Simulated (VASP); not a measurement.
# Te (R-3m) in VASP: relaxation of shape and atoms at fixed volume with r2SCAN

Aim: the relaxation of shape and atoms at fixed volume of Te with r2SCAN.

Program: VASP 6.6.1. These are calculated values, not measurements. Logs are shortened: lines on timing, memory, paths and dates and some standing lists are left out, and cuts for length are marked.

## (1) The cell of the first run

Symmetry: R-3m, No. 166, trigonal system. The conventional cell has a = 4.458 Å, b = 4.458 Å, c = 5.295 Å, α = 90.00°, β = 90.00°, γ = 120.00°. Within 4.1 Å of Te (site symmetry -3m) lie 6 Te at 3.12 Å.

## (2) Relaxation of shape and atoms at fixed volume, r2SCAN (30.38 Å³/atom)

POSCAR

```
Te
1.0
    2.2291561655      1.2870039122      1.7649176098
   -2.2291561655      1.2870039122      1.7649176098
    0.0000000000     -2.5740078244      1.7649176099
Te
1
Direct
    0.5000000000      0.5000000000      0.5000000000
```

INCAR.step1

```
  PREC = Accurate
  ENCUT = 600
  ISMEAR = 0
  SIGMA = 0.1
  LREAL = False
  LASPH = True
  NELM = 80
  GGA = PE
  ALGO = Normal
  EDIFF = 1E-4
  LWAVE = True
  LCHARG = False
```

INCAR.step2

```
  PREC = Accurate
  ENCUT = 600
  EDIFF = 1E-6
  ISMEAR = 0
  SIGMA = 0.1
  LREAL = False
  LASPH = True
  NELM = 80
  ALGO = Normal
  ISIF = 4
  LWAVE = False
  LCHARG = False
  METAGGA = R2SCAN
  LMIXTAU = True
  IBRION = 2
  NSW = 50
  EDIFFG = -0.01
  ISTART = 1
```

KPOINTS

```
Automatic mesh
0
Gamma
  15 15 15
```

Potentials or basis: VASP PAW PBE potentials, release 64 (Te).

On the command line:

```console
> cat potpaw_PBE.64/Te/POTCAR > POTCAR
> cp INCAR.step1 INCAR
> mpirun -np 1 vasp_std > vasp.out
> cp INCAR.step2 INCAR
> mpirun -np 1 vasp_std > vasp.out
```

OUTCAR:

```text
PREC = Accurate
   ENCUT = 600
   EDIFF = 1E-6
   ISMEAR = 0
   LREAL = False
   LASPH = True
   NELM = 80
   ISIF = 4
   METAGGA = R2SCAN
   IBRION = 2
   NSW = 50
   EDIFFG = -0.01
   ISTART = 1

 ion  position               nearest neighbor table
   1  0.500  0.500  0.500-

  LATTYP: Found a trigonal (rhomboedric) cell.
 ALAT       =     3.1209694727
 COS(alpha) =    -0.0203095300

  Lattice vectors:

 A1 = (   2.2291561655,   1.2870039122,   1.7649176098)
 A2 = (  -2.2291561655,   1.2870039122,   1.7649176098)
 A3 = (   0.0000000000,  -2.5740078244,   1.7649176099)

Analysis of symmetry for initial positions (statically):
=====================================================================
 Subroutine PRICEL returns:
 Original cell was already a primitive cell.

 Routine SETGRP: Setting up the symmetry group for a
 trigonal (rhombohedral) supercell.

 Subroutine GETGRP returns: Found 12 space group operations
 (whereof 12 operations were pure point group operations)
 out of a pool of 12 trial point group operations.

The static configuration has the point symmetry D_3d.

Analysis of symmetry for dynamics (positions and initial velocities):
=====================================================================
 Subroutine PRICEL returns:
 Original cell was already a primitive cell.

 Routine SETGRP: Setting up the symmetry group for a
 trigonal (rhombohedral) supercell.

 Subroutine GETGRP returns: Found 12 space group operations
 (whereof 12 operations were pure point group operations)
 out of a pool of 12 trial point group operations.

The dynamic configuration has the point symmetry D_3d.

 Subroutine INISYM returns: Found 12 space group operations
 (whereof 12 operations are pure point group operations),
 and found     1 'primitive' translations

----------------------------------------------------------------------------------------

                                     Primitive cell

  volume of cell :      30.3806

  direct lattice vectors                    reciprocal lattice vectors
     2.229156166  1.287003912  1.764917610     0.224300122  0.129499736  0.188866229
    -2.229156166  1.287003912  1.764917610    -0.224300122  0.129499736  0.188866229
     0.000000000 -2.574007824  1.764917610     0.000000000 -0.258999472  0.188866229

  length of vectors
     3.120969473  3.120969473  3.120969473     0.320548247  0.320548247  0.320548247

  position of ions in fractional coordinates (direct lattice)
     0.500000000  0.500000000  0.500000000

  ion indices of the primitive-cell ions
   primitive index   ion index
                 1           1

----------------------------------------------------------------------------------------

 KPOINTS: Automatic mesh

Automatic generation of k-mesh.
 Grid dimensions read from file:
 generate k-points for:   15   15   15

 Generating k-lattice:

  Cartesian coordinates                     Fractional coordinates (reciprocal lattice)
     0.014953341  0.008633316  0.012591082     0.066666667 -0.000000000  0.000000000
    -0.014953341  0.008633316  0.012591082    -0.000000000  0.066666667  0.000000000
     0.000000000 -0.017266631  0.012591082    -0.000000000 -0.000000000  0.066666667

  Length of vectors
     0.021369883  0.021369883  0.021369883

  Shift w.r.t. Gamma in fractional coordinates (k-lattice)
     0.000000000  0.000000000  0.000000000

 Subroutine IBZKPT returns following result:
 ===========================================

 Found    344 irreducible k-points:

 Following reciprocal coordinates:
            Coordinates               Weight
  0.000000  0.000000  0.000000      1.000000
  0.066667 -0.000000  0.000000      6.000000
  0.133333  0.000000 -0.000000      6.000000
  0.200000  0.000000  0.000000      6.000000
  0.266667  0.000000 -0.000000      6.000000
  0.333333 -0.000000 -0.000000      6.000000
[... 16 lines left out ...]
  0.133333  0.133333  0.000000      6.000000
  0.200000  0.133333  0.000000     12.000000
 [... further k-points ...]
   k-points           NKPTS =    344   k-points in BZ     NKDIM =    344   number of bands    NBANDS=      7
   number of dos      NEDOS =    301   number of ions     NIONS =      1
   total plane-waves  NPLWV =  21952
   dimension x,y,z NGX =    28 NGY =   28 NGZ =   28
   dimension x,y,z NGXF=    56 NGYF=   56 NGZF=   56
   ions per type =               1
   NGX,Y,Z   is equivalent  to a cutoff of  14.91, 14.91, 14.91 a.u.
   NGXF,Y,Z  is equivalent  to a cutoff of  29.83, 29.83, 29.83 a.u.
 SYSTEM =  unknown system
   PREC   = accura    normal or accurate (medium, high low for compatibility)
   ISTART =      1    job   : 0-new  1-cont  2-samecut
   ICHARG =      0    charge: 1-file 2-atom 10-const
   ISPIN  =      1    spin polarized calculation?
   LNONCOLLINEAR =      F non collinear calculations
   LSORBIT =      F    spin-orbit coupling
   LASPH  =      T    aspherical Exc in radial PAW
   ENCUT  =  600.0 eV  44.10 Ry    6.64 a.u.   6.23  6.23  6.23*2*pi/ulx,y,z
   NELM   =     80;   NELMIN=  2; NELMDL=  0     # of ELM steps
   EDIFF  = 0.1E-05   stopping-criterion for ELM
   LREAL  =      F    real-space projection
   EDIFFG = -.1E-01   stopping-criterion for IOM
   NSW    =     50    number of steps for IOM
   IBRION =      2    ionic relax: 0-MD 1-quasi-New 2-CG
   NFREE  =      1    steps in history (QN), initial steepest desc. (CG)
   ISIF   =      4    stress and relaxation
   ISYM   =      2    0-nonsym 1-usesym 2-fastsym
   POTIM  = 0.5000    time-step for ionic-motion
   TEBEG  =    0.0;   TEEND  =   0.0 temperature during run
   PSTRESS=    0.0 pullay stress
   NELECT =       6.0000    total number of electrons
   NUPDOWN=      -1.0000    fix difference up-down
   EMIN   =  10.00;   EMAX   =-10.00  energy-range for DOS
   EFERMI =   0.00;   METHOD = LEGACY
   ISMEAR =     0;   SIGMA  =   0.10  broadening in eV -4-tet -1-fermi 0-gaus
   EFERMI_NEDOS =   21; number of points for ismear=-14 and -15
   IALGO  =     38    algorithm
   IMIX   =      4    mixing-type and parameters
     AMIX     =   0.40;   BMIX     =  1.00
     AMIX_MAG =   1.60;   BMIX_MAG =  1.00
  volume/ion in A,a.u.               =      30.38       205.02
  Fermi-wavevector in a.u.,A,eV,Ry     =   0.953367  1.801601 12.366440  0.908908
  Thomas-Fermi vector in A             =   2.082015
   LORBIT       =      0    0 simple, 1 ext, 2 COOP (PROOUT), +10 PAW based schemes
   METAGGA = R2SCAN    functional components
   LHFCALC =     F    Hartree Fock is set to
   AEXX    =    0.0000 exact exchange contribution
   IVDW    =     0    specifies the selected vdW correction
   LEPSILON=     F    determine dielectric tensor
   LRPA    =     F    only Hartree local field effects (RPA)
 conjugate gradient relaxation of ions
 non-spin polarized calculation
 Gauss-broadening in eV      SIGMA  =   0.10
  energy-cutoff  :      600.00
  volume of cell :       30.38
 maximum number of plane-waves:      1028
 NGX is ok and might be reduce to    28
   NGX = 13   NGY = 13   NGZ = 13

--------------------------------------- Ionic step        1  -------------------------------------------

 number of electron       6.0000000 magnetization

 Free energy of the ion-electron system (eV)
  ---------------------------------------------------
  ext. energy  EPLUGINS =         0.00000000
  ---------------------------------------------------
  free energy    TOTEN  =       -25.31939337 eV

  energy without entropy =      -25.31703524  energy(sigma->0) =      -25.31821431

------------------------ aborting loop because EDIFF is reached ----------------------------------------

  FORCE on cell =-STRESS in cart. coord.  units (eV):
  Direction    XX          YY          ZZ          XY          YZ          ZX
  --------------------------------------------------------------------------------------
  -------------------------------------------------------------------------------------
  Total        0.7518234      0.7518234      0.6985849      0.0000000     -0.0000000      0.0000000
  in kB       39.6488321     39.6488321     36.8411987      0.0000000     -0.0000000      0.0000000
  external PRESSURE =      38.7129543 kB  Pullay stress =       0.0000000 kB

 VOLUME and BASIS-vectors are now :
 -----------------------------------------------------------------------------
  energy-cutoff  :      600.00
  volume of cell :       30.38
      direct lattice vectors                 reciprocal lattice vectors
     2.229156166  1.287003912  1.764917610     0.224300122  0.129499736  0.188866229
    -2.229156166  1.287003912  1.764917610    -0.224300122  0.129499736  0.188866229
     0.000000000 -2.574007824  1.764917610     0.000000000 -0.258999472  0.188866229
[... 246 lines left out ...]
 POSITION                                       TOTAL-FORCE (eV/Angst)
 -----------------------------------------------------------------------------------
      0.00000     -0.00000      2.42271        -0.000000      0.000000     -0.000000
 -----------------------------------------------------------------------------------
    total drift:                               -0.000000     -0.000000      0.000000

  FREE ENERGIE OF THE ION-ELECTRON SYSTEM (eV)
  ---------------------------------------------------
  free  energy   TOTEN  =       -25.3228454921 eV

  energy  without entropy=      -25.3210854427  energy(sigma->0) =      -25.32196547

--------------------------------------- Ionic step        9  -------------------------------------------

 number of electron       6.0000000 magnetization

 Free energy of the ion-electron system (eV)
  ---------------------------------------------------
  ext. energy  EPLUGINS =         0.00000000
  ---------------------------------------------------
  free energy    TOTEN  =       -25.32291722 eV

  energy without entropy =      -25.32120767  energy(sigma->0) =      -25.32206244

 E-fermi :   7.2297     XC(G=0): -10.1023

 val. band max:        7.2198638976   @ k =  -0.1333   0.2667   0.1333
 cond. band min:       7.2304958606   @ k =  -0.2667   0.4000   0.2000
 fundamental gap:      0.0106319630
 Fermi energy:         7.2296730729

 k-point     1 :       0.0000    0.0000    0.0000
  band No.  band energies     occupation
      1      -7.4484      2.00000
      2       8.1818      0.00000
      3       9.0976      0.00000
      4       9.0976      0.00000
      5      13.8327      0.00000
      6      13.8327      0.00000
      7      15.0392      0.00000

 k-point     2 :       0.0667   -0.0000    0.0000
  band No.  band energies     occupation
      1      -7.3871      2.00000
      2       7.8440      0.00000
      3       8.7592      0.00000
      4       9.1397      0.00000
      5      13.8916      0.00000
      6      14.3244      0.00000
      7      15.4422      0.00000
[... 201 lines left out ...]
 k-point    23 :       0.1333    0.1333    0.0000
  band No.  band energies     occupation
      1      -6.9184      2.00000
      2       6.3625      2.00000
      3       6.6358      2.00000
      4       9.1354      0.00000
      5      14.7699      0.00000
      6      17.1903      0.00000
      7      17.7836      0.00000

 k-point    24 :       0.2000    0.1333    0.0000
  band No.  band energies     occupation
      1      -6.6065      2.00000
      2       4.9295      2.00000
      3       6.6278      2.00000
      4       9.3084      0.00000
      5      15.1221      0.00000
      6      17.8187      0.00000
      7      19.3597      0.00000

 [... further k-points ...]

------------------------ aborting loop because EDIFF is reached ----------------------------------------

  FORCE on cell =-STRESS in cart. coord.  units (eV):
  Direction    XX          YY          ZZ          XY          YZ          ZX
  --------------------------------------------------------------------------------------
  -------------------------------------------------------------------------------------
  Total        0.4813192      0.4813192      0.4944751      0.0000000     -0.0000000     -0.0000000
  in kB       25.3832806     25.3832806     26.0770818      0.0000000     -0.0000000     -0.0000000
  external PRESSURE =      25.6145477 kB  Pullay stress =       0.0000000 kB

 VOLUME and BASIS-vectors are now :
 -----------------------------------------------------------------------------
  energy-cutoff  :      600.00
  volume of cell :       30.38
      direct lattice vectors                 reciprocal lattice vectors
     2.342456244  1.352417743  1.598315279     0.213451159  0.123236084  0.208552929
    -2.342456244  1.352417743  1.598315279    -0.213451159  0.123236084  0.208552929
     0.000000000 -2.704835485  1.598315279     0.000000000 -0.246472168  0.208552929

 POSITION                                       TOTAL-FORCE (eV/Angst)
 -----------------------------------------------------------------------------------
      0.00000     -0.00000      2.39747         0.000000      0.000000      0.000000
 -----------------------------------------------------------------------------------
    total drift:                               -0.000000     -0.000000      0.000000

  FREE ENERGIE OF THE ION-ELECTRON SYSTEM (eV)
  ---------------------------------------------------
  free  energy   TOTEN  =       -25.3229172162 eV

  energy  without entropy=      -25.3212076730  energy(sigma->0) =      -25.32206244

 reached required accuracy - stopping structural energy minimisation
```

It took 13 min on 1 thread of Intel Xeon 6975P-C (Granite Rapids), shared host; peak memory 0.24 GiB.

Results:

| Item | Value |
| --- | --- |
| Free energy | -25.3229 eV |
| Energy gained by relaxing | 3.5 meV/atom |
| Ionic steps | 9 |
| Pressure after relaxing | 2.6 GPa |
| Band gap on the k mesh | zero (bands 3 and 4 overlap by 4.92 eV) |

Step by step:
```tsv
step	energy change (eV)	largest force (eV/Å)	pressure (GPa)	volume (Å³)
1	0.0000	0.0000	3.87	30.38
2	-0.0001	0.0000	3.87	30.38
3	-0.0003	0.0000	3.84	30.38
4	-0.0007	0.0000	3.77	30.38
5	-0.0013	0.0000	3.59	30.38
6	-0.0031	0.0000	2.96	30.38
7	0.0128	0.0000	0.93	30.38
8	-0.0035	0.0000	2.80	30.38
9	-0.0035	0.0000	2.56	30.38
```

Final structure:
```yaml
crystal:
  lattice:
    - [2.34246, 1.35242, 1.59832]
    - [-2.34246, 1.35242, 1.59832]
    - [0.00000, -2.70484, 1.59832]
  atoms:
    - { symbol: Te, position: [0.50000, 0.50000, 0.50000] }
```

Levels at points of the mesh, in eV from the Fermi level:
```csv
k point,band 1,band 2,band 3,band 4,band 5,band 6,band 7
"(0.00, 0.00, 0.00)",-14.68,0.95,1.87,1.87,6.60,6.60,7.81
```

Caveat: the PAW data sets were made with another functional, which shifts forces and pressure a little; spin-orbit coupling is left out, which moves the levels of the heavy elements.
